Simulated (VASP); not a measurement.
# Cr3N (P4/mmm) in VASP: notebook

Cr3N is run at these levels: PBE; tasks: single point, relaxation of cell and atoms.

Program: VASP 6.6.1. These are calculated values, not measurements. Logs are shortened: lines on timing, memory, paths and dates and some standing lists are left out, and cuts for length are marked.

## (1) The cell of the first run

Symmetry: P4/mmm, No. 123, tetragonal system. Conventional cell: a = 4.196 Å, b = 4.196 Å, c = 2.486 Å, α = 90.00°, β = 90.00°, γ = 90.00°. Within 2.8 Å of Cr (site symmetry 4/mmm) lie 6 Cr at 2.10 to 2.49 Å. Cr (site symmetry mmm) has 4 Cr at 2.10 to 2.49 Å and 4 N at 2.44 Å within 2.8 Å. Within 3.3 Å of N (site symmetry 4/mmm) lie 16 Cr at 2.44 to 3.22 Å and 2 N at 2.49 Å.

The cell was generated, and may not be a known phase.

## (2) Single point, PBE, collinear spin, ferromagnetic start

INCAR reads:

```
ALGO     = Normal         # electronic algorithm
EDIFF    = 1E-7           # SCF threshold, eV
ENCUT    = 520            # plane-wave cutoff, eV
GGA      = PE             # functional
ISIF     = 2              # what is computed and relaxed
ISMEAR   = 0              # smearing method
ISPIN    = 2              # spin polarisation
LASPH    = True           # aspherical terms in the spheres
LCHARG   = True           # write CHGCAR
LELF     = True           # ELF
LMAXMIX  = 4              # l up to which the mixer works
LORBIT   = 11             # projections on sites
LREAL    = False          # projectors in reciprocal space
LVHAR    = True         
LWAVE    = False          # write WAVECAR
MAGMOM   = 3 3 3 0        # initial moments
NBANDS   = 32             # bands
NELM     = 150            # most SCF steps
PREC     = Accurate       # precision mode
SIGMA    = 0.1            # smearing width, eV
```

KPOINTS reads:

```
k-points
0
Gamma
  4 4 6
```

POSCAR reads:

```
Cr3N
1.0
    4.1960598790      0.0000000000      0.0000000000
    0.0000000000      4.1960598790      0.0000000000
    0.0000000000      0.0000000000      2.4857863807
Cr N
3 1
Direct
    0.0000000000      0.0000000000      0.5000000000
    0.5000000000      0.0000000000      0.5000000000
    0.0000000000      0.5000000000      0.5000000000
    0.5000000000      0.5000000000      0.0000000000
```

Potentials or basis: VASP PAW PBE potentials, release 64 (Cr_pv, N).

The run is started by

```bash
$ cat potpaw_PBE.64/Cr_pv/POTCAR potpaw_PBE.64/N/POTCAR > POTCAR
$ mpirun -np 1 vasp_std > vasp.out
```

OUTCAR:

```text
EDIFF = 1E-7
   ENCUT = 520
   GGA = PE
   ISIF = 2
   ISMEAR = 0
   ISPIN = 2
   LASPH = True
   LORBIT = 11
   LREAL = False
   NELM = 150
   PREC = Accurate

 ion  position               nearest neighbor table
   1  0.000  0.000  0.500-   2 2.10   3 2.10   3 2.10   2 2.10
   2  0.500  0.000  0.500-   1 2.10   1 2.10   4 2.44   4 2.44   4 2.44   4 2.44   3 2.97   3 2.97
                             3 2.97   3 2.97
   3  0.000  0.500  0.500-   1 2.10   1 2.10   4 2.44   4 2.44   4 2.44   4 2.44   2 2.97   2 2.97
                             2 2.97   2 2.97
   4  0.500  0.500  0.000-   2 2.44   3 2.44   2 2.44   3 2.44   2 2.44   2 2.44   3 2.44   3 2.44

  LATTYP: Found a simple tetragonal cell.
 ALAT       =     4.1960598790
 C/A-ratio  =     0.5924096539

  Lattice vectors:

 A1 = (   4.1960598790,   0.0000000000,   0.0000000000)
 A2 = (   0.0000000000,   4.1960598790,   0.0000000000)
 A3 = (   0.0000000000,   0.0000000000,   2.4857863807)

Analysis of symmetry for initial positions (statically):
=====================================================================
 Subroutine PRICEL returns:
 Original cell was already a primitive cell.

 Routine SETGRP: Setting up the symmetry group for a
 simple tetragonal supercell.

 Subroutine GETGRP returns: Found 16 space group operations
 (whereof 16 operations were pure point group operations)
 out of a pool of 16 trial point group operations.

The static configuration has the point symmetry D_4h.

Analysis of symmetry for dynamics (positions and initial velocities):
=====================================================================
 Subroutine PRICEL returns:
 Original cell was already a primitive cell.

 Routine SETGRP: Setting up the symmetry group for a
 simple tetragonal supercell.

 Subroutine GETGRP returns: Found 16 space group operations
 (whereof 16 operations were pure point group operations)
 out of a pool of 16 trial point group operations.

The dynamic configuration has the point symmetry D_4h.

Analysis of structural, dynamic, and magnetic symmetry:
=====================================================================
 Subroutine PRICEL returns:
 Original cell was already a primitive cell.

 Routine SETGRP: Setting up the symmetry group for a
 simple tetragonal supercell.

 Subroutine GETGRP returns: Found 16 space group operations
 (whereof 16 operations were pure point group operations)
 out of a pool of 16 trial point group operations.

The overall configuration has the point symmetry D_4h.

 Subroutine INISYM returns: Found 16 space group operations
 (whereof 16 operations are pure point group operations),
 and found     1 'primitive' translations

----------------------------------------------------------------------------------------

                                     Primitive cell

  volume of cell :      43.7670

  direct lattice vectors                    reciprocal lattice vectors
     4.196059879  0.000000000  0.000000000     0.238318811  0.000000000  0.000000000
     0.000000000  4.196059879  0.000000000     0.000000000  0.238318811  0.000000000
     0.000000000  0.000000000  2.485786381     0.000000000  0.000000000  0.402287183

  length of vectors
     4.196059879  4.196059879  2.485786381     0.238318811  0.238318811  0.402287183

  position of ions in fractional coordinates (direct lattice)
     0.000000000  0.000000000  0.500000000
     0.500000000  0.000000000  0.500000000
     0.000000000  0.500000000  0.500000000
     0.500000000  0.500000000  0.000000000

  ion indices of the primitive-cell ions
   primitive index   ion index
                 1           1
                 2           2
                 3           3
                 4           4

----------------------------------------------------------------------------------------

 KPOINTS: k-points

Automatic generation of k-mesh.
 Grid dimensions read from file:
 generate k-points for:    4    4    6

 Generating k-lattice:

  Cartesian coordinates                     Fractional coordinates (reciprocal lattice)
     0.059579703  0.000000000  0.000000000     0.250000000  0.000000000  0.000000000
     0.000000000  0.059579703  0.000000000     0.000000000  0.250000000  0.000000000
     0.000000000  0.000000000  0.067047864     0.000000000  0.000000000  0.166666667

  Length of vectors
     0.059579703  0.059579703  0.067047864

  Shift w.r.t. Gamma in fractional coordinates (k-lattice)
     0.000000000  0.000000000  0.000000000

 Subroutine IBZKPT returns following result:
 ===========================================

 Found     24 irreducible k-points:

 Following reciprocal coordinates:
            Coordinates               Weight
  0.000000  0.000000  0.000000      1.000000
  0.250000  0.000000  0.000000      4.000000
  0.500000  0.000000  0.000000      2.000000
  0.250000  0.250000  0.000000      4.000000
  0.500000  0.250000  0.000000      4.000000
  0.500000  0.500000  0.000000      1.000000
[... 16 lines left out ...]
  0.500000  0.250000  0.500000      4.000000
  0.500000  0.500000  0.500000      1.000000
   k-points           NKPTS =     24   k-points in BZ     NKDIM =     24   number of bands    NBANDS=     32
   number of dos      NEDOS =    301   number of ions     NIONS =      4
   total plane-waves  NPLWV =  18432
   dimension x,y,z NGX =    32 NGY =   32 NGZ =   18
   dimension x,y,z NGXF=    64 NGYF=   64 NGZF=   36
   ions per type =               3   1
   NGX,Y,Z   is equivalent  to a cutoff of  12.68, 12.68, 12.04 a.u.
   NGXF,Y,Z  is equivalent  to a cutoff of  25.36, 25.36, 24.08 a.u.
 SYSTEM =  unknown system
   PREC   = accura    normal or accurate (medium, high low for compatibility)
   ISTART =      0    job   : 0-new  1-cont  2-samecut
   ICHARG =      2    charge: 1-file 2-atom 10-const
   ISPIN  =      2    spin polarized calculation?
   LNONCOLLINEAR =      F non collinear calculations
   LSORBIT =      F    spin-orbit coupling
   LASPH  =      T    aspherical Exc in radial PAW
   ENCUT  =  520.0 eV  38.22 Ry    6.18 a.u.   7.80  7.80  4.62*2*pi/ulx,y,z
   NELM   =    150;   NELMIN=  2; NELMDL= -5     # of ELM steps
   EDIFF  = 0.1E-06   stopping-criterion for ELM
   LREAL  =      F    real-space projection
   EDIFFG = 0.1E-05   stopping-criterion for IOM
   NSW    =      0    number of steps for IOM
   IBRION =     -1    ionic relax: 0-MD 1-quasi-New 2-CG
   NFREE  =      0    steps in history (QN), initial steepest desc. (CG)
   ISIF   =      2    stress and relaxation
   ISYM   =      2    0-nonsym 1-usesym 2-fastsym
   POTIM  = 0.5000    time-step for ionic-motion
   TEBEG  =    0.0;   TEEND  =   0.0 temperature during run
   PSTRESS=    0.0 pullay stress
   NELECT =      41.0000    total number of electrons
   NUPDOWN=      -1.0000    fix difference up-down
   EMIN   =  10.00;   EMAX   =-10.00  energy-range for DOS
   EFERMI =   0.00;   METHOD = LEGACY
   ISMEAR =     0;   SIGMA  =   0.10  broadening in eV -4-tet -1-fermi 0-gaus
   EFERMI_NEDOS =   21; number of points for ismear=-14 and -15
   IALGO  =     38    algorithm
   IMIX   =      4    mixing-type and parameters
     AMIX     =   0.40;   BMIX     =  1.00
     AMIX_MAG =   1.60;   BMIX_MAG =  1.00
  volume/ion in A,a.u.               =      10.94        73.84
  Fermi-wavevector in a.u.,A,eV,Ry     =   1.601845  3.027047 34.911275  2.565906
  Thomas-Fermi vector in A             =   2.698759
   LORBIT       =     11    0 simple, 1 ext, 2 COOP (PROOUT), +10 PAW based schemes
   GGA     = PE    functional components
   LHFCALC =     F    Hartree Fock is set to
   AEXX    =    0.0000 exact exchange contribution
   IVDW    =     0    specifies the selected vdW correction
   LEPSILON=     F    determine dielectric tensor
   LRPA    =     F    only Hartree local field effects (RPA)
 spin polarized calculation
 Gauss-broadening in eV      SIGMA  =   0.10
  energy-cutoff  :      520.00
  volume of cell :       43.77
 maximum number of plane-waves:      1198
 NGX is ok and might be reduce to    32
   NGX = 15   NGY = 15   NGZ =  9

 number of electron      41.0000040 magnetization       0.2439850

 Free energy of the ion-electron system (eV)
  ---------------------------------------------------
  ext. energy  EPLUGINS =         0.00000000
  ---------------------------------------------------
  free energy    TOTEN  =       -31.51677848 eV

  energy without entropy =      -31.49244651  energy(sigma->0) =      -31.50461249

 E-fermi :   9.5877     XC(G=0): -13.0895

 val. band max:        9.5769929012   @ k =   0.2500   0.2500   0.0000
 cond. band min:       9.5980500183   @ k =   0.5000   0.2500   0.1667
 fundamental gap:      0.0210571171
 Fermi energy:         9.5877331431

 spin component 1

 k-point     1 :       0.0000    0.0000    0.0000
  band No.  band energies     occupation
      1     -34.6274      1.00000
      2     -34.6274      1.00000
      3     -33.8130      1.00000
      4     -33.8130      1.00000
      5     -33.3414      1.00000
      6     -33.2873      1.00000
[... 24 lines left out ...]
     31      14.3291      0.00000
     32      16.8669      0.00000

 k-point     2 :       0.2500    0.0000    0.0000
  band No.  band energies     occupation
      1     -34.6168      1.00000
      2     -34.3265      1.00000
      3     -33.8220      1.00000
      4     -33.8126      1.00000
      5     -33.3297      1.00000
      6     -33.2899      1.00000
[... 24 lines left out ...]
     31      14.5779      0.00000
     32      16.8681      0.00000
[... 733 lines left out ...]
     31      16.8561      0.00000
     32      16.8883      0.00000

 k-point    24 :       0.5000    0.5000    0.5000
  band No.  band energies     occupation
      1     -33.8699      1.00000
      2     -33.8699      1.00000
      3     -33.8246      1.00000
      4     -33.7203      1.00000
      5     -33.7098      1.00000
      6     -33.6451      1.00000
[... 24 lines left out ...]
     31      16.8507      0.00000
     32      17.2924      0.00000
 Fermi energy:         9.5877331431

 spin component 2

 k-point     1 :       0.0000    0.0000    0.0000
  band No.  band energies     occupation
      1     -34.5841      1.00000
      2     -34.5841      1.00000
      3     -33.4672      1.00000
      4     -33.4672      1.00000
      5     -33.0964      1.00000
      6     -32.9787      1.00000
[... 24 lines left out ...]
     31      14.2795      0.00000
     32      17.3215      0.00000

 k-point     2 :       0.2500    0.0000    0.0000
  band No.  band energies     occupation
      1     -34.5751      1.00000
      2     -34.2654      1.00000
      3     -33.4754      1.00000
      4     -33.4679      1.00000
      5     -33.0738      1.00000
      6     -32.9813      1.00000
[... 24 lines left out ...]
     31      14.5862      0.00000
     32      17.3235      0.00000
[... 733 lines left out ...]
     31      17.3077      0.00000
     32      17.3281      0.00000

 k-point    24 :       0.5000    0.5000    0.5000
  band No.  band energies     occupation
      1     -33.5667      1.00000
      2     -33.5667      1.00000
      3     -33.4775      1.00000
      4     -33.3928      1.00000
      5     -33.3751      1.00000
      6     -33.3751      1.00000
[... 24 lines left out ...]
     31      17.2988      0.00000
     32      17.2988      0.00000

------------------------ aborting loop because EDIFF is reached ----------------------------------------

  FORCE on cell =-STRESS in cart. coord.  units (eV):
  Direction    XX          YY          ZZ          XY          YZ          ZX
  --------------------------------------------------------------------------------------
  -------------------------------------------------------------------------------------
  Total        0.2727763      0.2727763     -0.1563811      0.0000000      0.0000000      0.0000000
  in kB        9.9855047      9.9855047     -5.7246334      0.0000000      0.0000000      0.0000000
  external PRESSURE =       4.7487920 kB  Pullay stress =       0.0000000 kB

 VOLUME and BASIS-vectors are now :
 -----------------------------------------------------------------------------
  energy-cutoff  :      520.00
  volume of cell :       43.77
      direct lattice vectors                 reciprocal lattice vectors
     4.196059879  0.000000000  0.000000000     0.238318811  0.000000000  0.000000000
     0.000000000  4.196059879  0.000000000     0.000000000  0.238318811  0.000000000
     0.000000000  0.000000000  2.485786381     0.000000000  0.000000000  0.402287183

 POSITION                                       TOTAL-FORCE (eV/Angst)
 -----------------------------------------------------------------------------------
      0.00000      0.00000      1.24289         0.000000      0.000000      0.000000
      2.09803      0.00000      1.24289         0.000000      0.000000      0.000000
      0.00000      2.09803      1.24289         0.000000      0.000000      0.000000
      2.09803      2.09803      0.00000         0.000000      0.000000      0.000000
 -----------------------------------------------------------------------------------
    total drift:                                0.000000      0.000000     -0.000000

  FREE ENERGIE OF THE ION-ELECTRON SYSTEM (eV)
  ---------------------------------------------------
  free  energy   TOTEN  =       -31.5167784766 eV

  energy  without entropy=      -31.4924465105  energy(sigma->0) =      -31.50461249

 total charge

# of ion       s       p       d       tot
------------------------------------------
    1        0.485   6.372   4.669  11.527
    2        0.358   6.265   4.390  11.013
    3        0.358   6.265   4.390  11.013
    4        1.316   2.143   0.000   3.459
--------------------------------------------------
tot          2.516  21.045  13.449  37.011

 magnetization (x)

# of ion       s       p       d       tot
------------------------------------------
    1       -0.009   0.013  -0.327  -0.324
    2        0.003  -0.007   0.319   0.315
    3        0.003  -0.007   0.319   0.315
    4        0.002  -0.055   0.000  -0.053
--------------------------------------------------
tot         -0.001  -0.057   0.311   0.253
```

Wall time 1.8 min (1 thread of Intel Xeon Platinum 8488C (Sapphire Rapids), shared host); peak memory 0.19 GiB.

Results:

- Free energy: -31.5168 eV
- Pressure: 0.5 GPa
- Net moment: 0.24 μB per cell
- Site moments: Cr -0.32, +0.32 (each value once); N -0.05 μB
- Valence electrons inside the program's atomic spheres: Cr 11.53, 11.01 (each value once); N 3.46

Stress tensor (GPa, compression positive):
```
 1.00  0.00  0.00
 0.00  1.00  0.00
 0.00  0.00 -0.57
```

Levels at points of the mesh, in eV from the Fermi level:
Spin up:
| k point | band 19 | band 20 | band 21 | band 22 | band 23 | band 24 |
| --- | --- | --- | --- | --- | --- | --- |
| (0.00, 0.00, 0.00) | -0.70 | -0.70 | 0.84 | 0.93 | 0.93 | 1.06 |
| (0.50, 0.00, 0.00) | -0.89 | -0.62 | -0.23 | 0.17 | 0.77 | 0.84 |
| (0.50, 0.50, 0.00) | -0.65 | -0.55 | -0.26 | 0.52 | 0.85 | 0.85 |
| (0.00, 0.00, 0.50) | 0.89 | 1.03 | 1.56 | 1.99 | 1.99 | 2.19 |
| (0.50, 0.00, 0.50) | -0.57 | -0.41 | -0.32 | -0.10 | 1.14 | 1.94 |
| (0.50, 0.50, 0.50) | -0.62 | -0.40 | -0.40 | -0.25 | -0.25 | -0.04 |
Spin down:
```
           k point  band 16  band 17  band 18  band 19  band 20  band 21  band 22  band 23  band 24  band 25
(0.00, 0.00, 0.00)    -3.30    -2.22    -0.94    -0.67    -0.67     0.97     1.04     1.31     1.31     1.55
(0.50, 0.00, 0.00)    -1.58    -1.33    -1.09    -0.62    -0.60    -0.11    -0.06     1.04     1.23     1.23
(0.50, 0.50, 0.00)    -1.24    -1.05    -1.05    -0.75    -0.60    -0.49     0.78     1.06     1.06     1.09
(0.00, 0.00, 0.50)    -2.98    -2.77    -2.77     0.87     1.23     1.82     2.02     2.02     2.41     2.70
(0.50, 0.00, 0.50)    -2.61    -2.27    -0.86    -0.41    -0.31    -0.12     0.25     1.10     2.16     2.20
(0.50, 0.50, 0.50)    -1.27    -0.76    -0.60    -0.60    -0.48    -0.31    -0.26    -0.11     0.14     0.14
```

Caveat: the k points lie up to 0.42 Å⁻¹ apart. With open d or f shells a metallic result of PBE can be an artefact of self-interaction; +U or a hybrid may open a gap.

(Part 1 of 3 ends here.)
